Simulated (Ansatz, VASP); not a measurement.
**B in VASP and in Ansatz**

File POSCAR:

```
B
1.0
   -1.1474615458      1.1474615458      1.1474615458
    1.1474615458     -1.1474615458      1.1474615458
    1.1474615458      1.1474615458     -1.1474615458
B
1
Direct
    0.0000000000      0.0000000000      0.0000000000
```

Contents of INCAR.step1:

```
SYSTEM = B
PREC = Accurate ; ENCUT = 520
ISMEAR = -1 ; SIGMA = 0.1
LREAL = .FALSE. ; LASPH = .TRUE.
NELM = 100 ; NBANDS = 8
GGA = PE ; ALGO = Normal
EDIFF = 1E-4 ; LWAVE = .TRUE.
LCHARG = .FALSE.
```

File INCAR.step2:

```
SYSTEM = B
PREC = Accurate ; ENCUT = 520
EDIFF = 1E-6 ; ISMEAR = -1
SIGMA = 0.1 ; LREAL = .FALSE.
LASPH = .TRUE. ; NELM = 100
ALGO = Normal ; ISIF = 2
LWAVE = .FALSE. ; LCHARG = .FALSE.
METAGGA = R2SCAN ; LMIXTAU = .TRUE.
NBANDS = 8 ; ISTART = 1
```

Contents of KPOINTS:

```
Automatic mesh
0
G
  21 21 21
  0 0 0
```

Input for Ansatz:

```yaml
crystal:
  lattice:
    - [-1.1474615458, 1.1474615458, 1.1474615458]
    - [1.1474615458, -1.1474615458, 1.1474615458]
    - [1.1474615458, 1.1474615458, -1.1474615458]
  atoms:
    - { symbol: B, position: [0.0, 0.0, 0.0] }
hamiltonian:
  xc: r2scan
  pseudopotentials:
    kind: paw
    azcp:
      B: "pseudopotentials/B.paw.azcp"
basis:
  ecutwfc: 500
  fft_grid_basis: typed
kpoints:
  mp_grid: { grid: [21, 21, 21], shift: [0, 0, 0] }
magnetization:
  spin_polarized: false
scf:
  occupations: { method: fermi_dirac, width: 0.1 }
  lower_state_search: "off"
output:
  stress: true
```

Alike in both runs: task single point; functional r2SCAN; k mesh 21 × 21 × 21; occupations fermi-dirac, width 0.1 eV; no spin polarisation.

```csv
,VASP,Ansatz
version,VASP 6.6.1,Ansatz 0.2.0
potentials or method,"VASP PAW PBE potentials, release 64 (B), cutoff 520 eV","plane waves (500 eV) with PAW, scalar-relativistic"
valence electrons in the cell,3,3
```

VASP gave:

| Quantity | Value |
| --- | --- |
| pressure (GPa) | -0.3 |

Task: Estimate Ansatz's values.

Result: Pressure (GPa): -0.1.

VASP's potentials were made for PBE, not for r2SCAN. The functional is the same, so the differences come from potentials, cutoffs and numerics.
